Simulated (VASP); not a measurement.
Mg3Te2:

```
Mg Te
1.0
     4.36333    0.00000    0.00000
     0.00000    4.36333    0.00000
     0.00000    0.00000   11.46066
Mg Te
3 2
Direct
  0.50000 0.50000 0.25027
  0.50000 0.50000 0.74973
  0.50000 0.50000 0.50000
  0.50000 0.50000 0.00000
  0.00000 0.00000 0.00000
```

The cell was built from a structure type or drawn by symmetry, and may not be a known phase.

```yaml
Program: VASP 6.6.1
Task: relaxation of cell and atoms
Functional: PBE
Potentials_or_basis: VASP PAW PBE potentials, release 64 (Mg, Te)
Cutoff: 600 eV
k_mesh: 8 × 8 × 4
Occupations: gaussian, width 0.1 eV
Spin: no spin polarisation
```

At the start: pressure 0.1 GPa; volume 43.64 Å³/atom.

Q: How do energy, volume and symmetry change on relaxing?

A: Over 9 steps the energy falls by 3.7 meV/atom and the volume is 44.17 Å³/atom (+1.2 %); space group P4/mmm (No. 123, to 0.1 Å) before and after.

Step by step:
| step | energy change (eV) | largest force (eV/Å) | pressure (GPa) | volume (Å³) |
| --- | --- | --- | --- | --- |
| 1 | 0.0000 | 0.1833 | 0.08 | 218.20 |
| 2 | -0.0127 | 0.1358 | 0.09 | 218.90 |
| 3 | -0.0172 | 0.0611 | 0.10 | 219.59 |
| 4 | -0.0172 | 0.0647 | 0.10 | 219.56 |
| 5 | -0.0181 | 0.0462 | 0.01 | 220.69 |
| 6 | -0.0182 | 0.0342 | -0.06 | 221.47 |
| 7 | -0.0183 | 0.0365 | -0.05 | 221.33 |
| 8 | -0.0185 | 0.0130 | -0.02 | 221.05 |
| 9 | -0.0186 | 0.0018 | 0.00 | 220.86 |

Final structure:
```cif
data_structure
_symmetry_space_group_name_H-M 'P 1'
_symmetry_Int_Tables_number 1
_cell_length_a 4.4156
_cell_length_b 4.4156
_cell_length_c 11.3279
_cell_angle_alpha 90.000
_cell_angle_beta 90.000
_cell_angle_gamma 90.000
_cell_volume 220.86
loop_
_atom_site_label
_atom_site_type_symbol
_atom_site_fract_x
_atom_site_fract_y
_atom_site_fract_z
_atom_site_occupancy
Mg1 Mg 0.50000 0.50000 0.24758 1
Mg2 Mg 0.50000 0.50000 0.75242 1
Mg3 Mg 0.50000 0.50000 0.50000 1
Te1 Te 0.50000 0.50000 0.00000 1
Te2 Te 0.00000 0.00000 0.00000 1
```
